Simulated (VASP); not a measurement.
# CsPbCl3 in VASP: further runs, part 2 of 2

VASP 6.6.1. The steps go on from the part before.

## Step 5: Single point, PBEsol

This run uses another cell than the first one, of 34.87 Å³/atom, 0.990 times its volume.

The input, INCAR:

```
SYSTEM = CsPbCl3
PREC     = Accurate       ! precision mode
ENCUT    = 520            ! plane-wave cutoff, eV
EDIFF    = 1E-7           ! SCF threshold, eV
ISMEAR   = -1             ! smearing method
SIGMA    = 0.05           ! smearing width, eV
LREAL    = .False.        ! projectors in reciprocal space
LASPH    = .True.         ! aspherical terms in the spheres
NELM     = 100            ! most SCF steps
ALGO     = Normal         ! electronic algorithm
ISIF     = 2              ! what is computed and relaxed
LWAVE    = .False.        ! write WAVECAR
LCHARG   = .False.        ! write CHGCAR
GGA      = PS             ! functional
NBANDS   = 30             ! bands
```

The input, KPOINTS:

```
regular mesh
0
Gamma
  4 4 4
  0 0 0
```

The input, POSCAR:

```
CsPbCl3
1.0
    5.6050000000      0.0000000000      0.0000000000
    0.0000000000      5.6050000000      0.0000000000
    0.0000000000      0.0000000000      5.5489500000
Pb Cs Cl
1 1 3
Direct
    0.5000000000      0.5000000000      0.5000000000
    0.0000000000      0.0000000000      0.0000000000
    0.5000000000      0.0000000000      0.5000000000
    0.0000000000      0.5000000000      0.5000000000
    0.5000000000      0.5000000000      0.0000000000
```

Potentials or basis: VASP PAW PBE potentials, release 64 (Pb_d, Cs_sv, Cl).

Launch:

```sh
$ cat potpaw_PBE.64/Pb_d/POTCAR potpaw_PBE.64/Cs_sv/POTCAR potpaw_PBE.64/Cl/POTCAR > POTCAR
$ mpirun -np 1 vasp_std > vasp.out
```

OUTCAR:

```text
SYSTEM = CsPbCl3
   PREC = Accurate
   ENCUT = 520
   EDIFF = 1E-7
   ISMEAR = -1
   LREAL = .False.
   LASPH = .True.
   NELM = 100
   ISIF = 2
   GGA = PS

 ion  position               nearest neighbor table
   1  0.500  0.500  0.500-   5 2.77   5 2.77   3 2.80   4 2.80   3 2.80   4 2.80
   2  0.000  0.000  0.000-
   3  0.500  0.000  0.500-   1 2.80   1 2.80
   4  0.000  0.500  0.500-   1 2.80   1 2.80
   5  0.500  0.500  0.000-   1 2.77   1 2.77

  LATTYP: Found a simple tetragonal cell.
 ALAT       =     5.6050000000
 C/A-ratio  =     0.9900000000

  Lattice vectors:

 A1 = (   5.6050000000,   0.0000000000,   0.0000000000)
 A2 = (   0.0000000000,   5.6050000000,   0.0000000000)
 A3 = (   0.0000000000,   0.0000000000,   5.5489500000)

Analysis of symmetry for initial positions (statically):
=====================================================================
 Subroutine PRICEL returns:
 Original cell was already a primitive cell.

 Routine SETGRP: Setting up the symmetry group for a
 simple tetragonal supercell.

 Subroutine GETGRP returns: Found 16 space group operations
 (whereof 16 operations were pure point group operations)
 out of a pool of 16 trial point group operations.

The static configuration has the point symmetry D_4h.

Analysis of symmetry for dynamics (positions and initial velocities):
=====================================================================
 Subroutine PRICEL returns:
 Original cell was already a primitive cell.

 Routine SETGRP: Setting up the symmetry group for a
 simple tetragonal supercell.

 Subroutine GETGRP returns: Found 16 space group operations
 (whereof 16 operations were pure point group operations)
 out of a pool of 16 trial point group operations.

The dynamic configuration has the point symmetry D_4h.

 Subroutine INISYM returns: Found 16 space group operations
 (whereof 16 operations are pure point group operations),
 and found     1 'primitive' translations

[... 114 lines left out ...]
  volume/ion in A,a.u.               =      34.87       235.28
  Fermi-wavevector in a.u.,A,eV,Ry     =   1.034598  1.955107 14.563586  1.070393
  Thomas-Fermi vector in A             =   2.168901
   LORBIT       =      0    0 simple, 1 ext, 2 COOP (PROOUT), +10 PAW based schemes
   GGA     = PS    functional components
   LHFCALC =     F    Hartree Fock is set to
   AEXX    =    0.0000 exact exchange contribution
   IVDW    =     0    specifies the selected vdW correction
   LEPSILON=     F    determine dielectric tensor
   LRPA    =     F    only Hartree local field effects (RPA)
 non-spin polarized calculation
  energy-cutoff  :      520.00
  volume of cell :      174.33
 maximum number of plane-waves:      4717
 NGX is ok and might be reduce to    42
   NGX = 21   NGY = 21   NGZ = 21

 number of electron      43.9999997 magnetization

 Free energy of the ion-electron system (eV)
  ---------------------------------------------------
  ext. energy  EPLUGINS =         0.00000000
  ---------------------------------------------------
  free energy    TOTEN  =       -18.35076901 eV

  energy without entropy =      -18.35076901  energy(sigma->0) =      -18.35076901

 E-fermi :   2.6905     XC(G=0):  -8.0542

 val. band max:        1.8475218195   @ k =   0.5000   0.5000   0.5000
 cond. band min:       3.5757313849   @ k =   0.5000   0.5000   0.5000
 fundamental gap:      1.7282095655
 Fermi energy:         2.6905303286

 k-point     1 :       0.0000    0.0000    0.0000
  band No.  band energies     occupation
      1     -19.5558      2.00000
      2     -15.0048      2.00000
      3     -14.9819      2.00000
      4     -14.7249      2.00000
      5     -14.7225      2.00000
      6     -14.7225      2.00000
[... 583 lines left out ...]
     29       7.2973      0.00000
     30       8.5315      0.00000

------------------------ aborting loop because EDIFF is reached ----------------------------------------

  FORCE on cell =-STRESS in cart. coord.  units (eV):
  Direction    XX          YY          ZZ          XY          YZ          ZX
  --------------------------------------------------------------------------------------
  -------------------------------------------------------------------------------------
  Total        0.3617635      0.3617635      0.9844550      0.0000000     -0.0000000      0.0000000
  in kB        3.3248594      3.3248594      9.0478294      0.0000000     -0.0000000      0.0000000
  external PRESSURE =       5.2325161 kB  Pullay stress =       0.0000000 kB

 VOLUME and BASIS-vectors are now :
 -----------------------------------------------------------------------------
  energy-cutoff  :      520.00
  volume of cell :      174.33
      direct lattice vectors                 reciprocal lattice vectors
     5.605000000  0.000000000  0.000000000     0.178412132  0.000000000  0.000000000
     0.000000000  5.605000000  0.000000000     0.000000000  0.178412132  0.000000000
     0.000000000  0.000000000  5.548950000     0.000000000  0.000000000  0.180214275

 POSITION                                       TOTAL-FORCE (eV/Angst)
 -----------------------------------------------------------------------------------
      2.80250      2.80250      2.77447         0.000000      0.000000      0.000000
      0.00000      0.00000      0.00000         0.000000      0.000000      0.000000
      2.80250      0.00000      2.77447         0.000000      0.000000      0.000000
      0.00000      2.80250      2.77447         0.000000      0.000000      0.000000
      2.80250      2.80250      0.00000         0.000000      0.000000      0.000000
 -----------------------------------------------------------------------------------
    total drift:                                0.000000     -0.000000     -0.000000

  FREE ENERGIE OF THE ION-ELECTRON SYSTEM (eV)
  ---------------------------------------------------
  free  energy   TOTEN  =       -18.3507690121 eV

  energy  without entropy=      -18.3507690094  energy(sigma->0) =      -18.35076901
```

It took 65 s on 1 thread of Intel Xeon Platinum 8375C at 2.90GHz (Ice Lake), shared host; peak memory 0.3 GiB.

Results:

```yaml
Free_energy: -18.3508 eV
Pressure: 0.5 GPa
Band_gap_on_the_k_mesh: 1.73 eV, direct
```

Caveat: the PAW data sets were made with another functional, which shifts forces and pressure a little; spin-orbit coupling is left out, which moves the levels of the heavy elements. PBEsol gaps usually lie below the measured ones, often by a third to a half.

## Step 6: Single point, PBEsol

This run uses another cell than the first one, of 35.57 Å³/atom, 1.010 times its volume.

The input, INCAR:

```
SYSTEM = CsPbCl3
PREC = Accurate
ENCUT = 520
EDIFF = 1E-6
ISMEAR = -1
SIGMA = 0.05
LREAL = .FALSE.
LASPH = .TRUE.
NELM = 80
ALGO = Normal
ISIF = 2
LWAVE = .FALSE.
LCHARG = .TRUE.
GGA = PS
LELF = .TRUE.
LVHAR = .TRUE.
NBANDS = 30
```

The input, KPOINTS:

```
regular mesh
0
G
  4 4 4
  0 0 0
```

Edit POSCAR of step 5 so:

```diff
@@ -4,3 +4,3 @@
     0.0000000000      5.6050000000      0.0000000000
-    0.0000000000      0.0000000000      5.5489500000
+    0.0000000000      0.0000000000      5.6610500000
 Pb Cs Cl
```

Potentials or basis: VASP PAW PBE potentials, release 64 (Pb_d, Cs_sv, Cl).

Launch:

```sh
$ cat potpaw_PBE.64/Pb_d/POTCAR potpaw_PBE.64/Cs_sv/POTCAR potpaw_PBE.64/Cl/POTCAR > POTCAR
$ mpirun -np 1 vasp_std > vasp.out
```

OUTCAR:

```text
SYSTEM = CsPbCl3
   PREC = Accurate
   ENCUT = 520
   EDIFF = 1E-6
   ISMEAR = -1
   LREAL = .FALSE.
   LASPH = .TRUE.
   NELM = 80
   ISIF = 2
   GGA = PS

 ion  position               nearest neighbor table
   1  0.500  0.500  0.500-   3 2.80   4 2.80   3 2.80   4 2.80   5 2.83   5 2.83
   2  0.000  0.000  0.000-
   3  0.500  0.000  0.500-   1 2.80   1 2.80
   4  0.000  0.500  0.500-   1 2.80   1 2.80
   5  0.500  0.500  0.000-   1 2.83   1 2.83

  LATTYP: Found a simple tetragonal cell.
 ALAT       =     5.6050000000
 C/A-ratio  =     1.0100000000

  Lattice vectors:

 A1 = (   5.6050000000,   0.0000000000,   0.0000000000)
 A2 = (   0.0000000000,   5.6050000000,   0.0000000000)
 A3 = (   0.0000000000,   0.0000000000,   5.6610500000)

Analysis of symmetry for initial positions (statically):
=====================================================================
 Subroutine PRICEL returns:
 Original cell was already a primitive cell.

 Routine SETGRP: Setting up the symmetry group for a
 simple tetragonal supercell.

 Subroutine GETGRP returns: Found 16 space group operations
 (whereof 16 operations were pure point group operations)
[... 165 lines left out ...]
 val. band max:        1.5892315258   @ k =   0.5000   0.5000   0.5000
 cond. band min:       3.3849046158   @ k =   0.5000   0.5000   0.5000
 fundamental gap:      1.7956730900
 Fermi energy:         2.4773718518

 k-point     1 :       0.0000    0.0000    0.0000
  band No.  band energies     occupation
      1     -19.7057      2.00000
      2     -15.1534      2.00000
      3     -15.1349      2.00000
      4     -14.9057      2.00000
      5     -14.9057      2.00000
      6     -14.9030      2.00000
[... 583 lines left out ...]
     29       7.1596      0.00000
     30       8.4044      0.00000

------------------------ aborting loop because EDIFF is reached ----------------------------------------

  FORCE on cell =-STRESS in cart. coord.  units (eV):
  Direction    XX          YY          ZZ          XY          YZ          ZX
  --------------------------------------------------------------------------------------
  -------------------------------------------------------------------------------------
  Total        0.1772502      0.1772502     -0.3805759      0.0000000      0.0000000      0.0000000
  in kB        1.5967951      1.5967951     -3.4284963      0.0000000      0.0000000      0.0000000
  external PRESSURE =      -0.0783021 kB  Pullay stress =       0.0000000 kB

 VOLUME and BASIS-vectors are now :
 -----------------------------------------------------------------------------
  energy-cutoff  :      520.00
  volume of cell :      177.85
      direct lattice vectors                 reciprocal lattice vectors
     5.605000000  0.000000000  0.000000000     0.178412132  0.000000000  0.000000000
     0.000000000  5.605000000  0.000000000     0.000000000  0.178412132  0.000000000
     0.000000000  0.000000000  5.661050000     0.000000000  0.000000000  0.176645675

 POSITION                                       TOTAL-FORCE (eV/Angst)
 -----------------------------------------------------------------------------------
      2.80250      2.80250      2.83053         0.000000      0.000000      0.000000
      0.00000      0.00000      0.00000         0.000000      0.000000      0.000000
      2.80250      0.00000      2.83053         0.000000      0.000000      0.000000
      0.00000      2.80250      2.83053         0.000000      0.000000      0.000000
      2.80250      2.80250      0.00000         0.000000      0.000000      0.000000
 -----------------------------------------------------------------------------------
    total drift:                                0.000000     -0.000000     -0.000000

  FREE ENERGIE OF THE ION-ELECTRON SYSTEM (eV)
  ---------------------------------------------------
  free  energy   TOTEN  =       -18.3575357066 eV

  energy  without entropy=      -18.3575357055  energy(sigma->0) =      -18.35753571
```

OSZICAR:

```text
N       E                     dE             d eps       ncg     rms          rms(c)
DAV:   1     0.410116309727E+03    0.41012E+03   -0.19246E+04  1080   0.134E+03
DAV:   2     0.356144812560E+02   -0.37450E+03   -0.35431E+03  1238   0.315E+02
DAV:   3    -0.170689691909E+02   -0.52683E+02   -0.52145E+02  1400   0.126E+02
DAV:   4    -0.190034345622E+02   -0.19345E+01   -0.19271E+01  1336   0.295E+01
DAV:   5    -0.190775733097E+02   -0.74139E-01   -0.74106E-01  1470   0.543E+00    0.524E+00
DAV:   6    -0.183846139550E+02    0.69296E+00   -0.12237E+00  1494   0.117E+01    0.329E+00
DAV:   7    -0.183486699678E+02    0.35944E-01   -0.47888E-01  1636   0.407E+00    0.160E+00
DAV:   8    -0.183576978841E+02   -0.90279E-02   -0.63758E-02  1488   0.197E+00    0.239E-01
DAV:   9    -0.183570113168E+02    0.68657E-03   -0.11729E-02  1636   0.866E-01    0.124E-01
DAV:  10    -0.183574512088E+02   -0.43989E-03   -0.13320E-03  1330   0.223E-01    0.471E-02
DAV:  11    -0.183575317569E+02   -0.80548E-04   -0.16317E-04  1502   0.911E-02    0.100E-02
DAV:  12    -0.183575356032E+02   -0.38463E-05   -0.26977E-05  1482   0.566E-02    0.367E-03
DAV:  13    -0.183575357066E+02   -0.10341E-06   -0.23137E-06  1280   0.132E-02
   1 F= -.18357536E+02 E0= -.18357536E+02  d E =-.116113E-08
```

stdout:

```text
POSCAR found type information on POSCAR PbCsCl
 POSCAR found :  3 types and       5 ions
 scaLAPACK will be used
 -----------------------------------------------------------------------------
|                                                                             |
|                                                                             |
|     You enforced a specific xc type in the INCAR file but a different       |
|     I HOPE YOU KNOW WHAT YOU ARE DOING!                                     |
|                                                                             |
 -----------------------------------------------------------------------------

 LDA part: xc-table for (Slater+PW92), standard interpolation
 POSCAR, INCAR and KPOINTS ok, starting setup
 FFT: planning ... GRIDC
 FFT: planning ... GRID_SOFT
 FFT: planning ... GRID
 WAVECAR not read
 entering main loop
```

Wall time 54 s (1 thread of Intel Xeon Platinum 8375C at 2.90GHz (Ice Lake), shared host); peak memory 0.3 GiB.

What came out:

```yaml
Free_energy: -18.3575 eV
Pressure: 0.0 GPa
Band_gap_on_the_k_mesh: 1.80 eV, direct
```

Levels at points of the mesh, in eV from the valence-band top:
| k point | band 20 | band 21 | band 22 | band 23 | band 24 | band 25 |
| --- | --- | --- | --- | --- | --- | --- |
| (0.00, 0.00, 0.00) | -2.46 | -2.45 | -2.45 | 3.26 | 4.26 | 4.29 |
| (0.50, 0.00, 0.00) | -2.57 | -2.56 | -1.63 | 2.95 | 4.65 | 5.17 |
| (0.50, 0.50, 0.00) | -2.69 | -2.14 | -0.76 | 2.44 | 2.44 | 4.75 |
| (0.00, 0.00, 0.50) | -2.57 | -2.57 | -1.70 | 2.91 | 4.62 | 5.15 |
| (0.50, 0.00, 0.50) | -2.69 | -2.15 | -0.82 | 2.40 | 2.47 | 4.91 |
| (0.50, 0.50, 0.50) | -2.13 | -2.13 | 0.00 | 1.80 | 1.87 | 1.87 |

Caveat: the PAW data sets were made with another functional, which shifts forces and pressure a little; spin-orbit coupling is left out, which moves the levels of the heavy elements.

## Step 7: Overview

| cell | gap on the mesh (eV) | pressure (GPa) |
| --- | --- | --- |
| a = 5.605 Å, 5 atoms | 1.80 | 0.2 |
| a = 5.605, b = 5.605, c = 5.381 Å, 5 atoms | 1.47 | 1.5 |
| a = 5.605, b = 5.605, c = 5.493 Å, 5 atoms | 1.65 | 0.8 |
| a = 5.605, b = 5.605, c = 5.549 Å, 5 atoms | 1.73 | 0.5 |
| a = 5.605, b = 5.605, c = 5.661 Å, 5 atoms | 1.80 | 0.0 |

Alike in all rows: task single point; level PBEsol; potentials or basis VASP PAW PBE potentials, release 64 (Pb_d, Cs_sv, Cl); no spin polarisation; k mesh 4 × 4 × 4; cutoff (eV) 520; smearing fermi-dirac 0.05 eV.

Caveats: the PAW data sets were made with another functional, which shifts forces and pressure a little; spin-orbit coupling is left out, which moves the levels of the heavy elements.

Absolute energies hang on the potentials; compare differences alone.
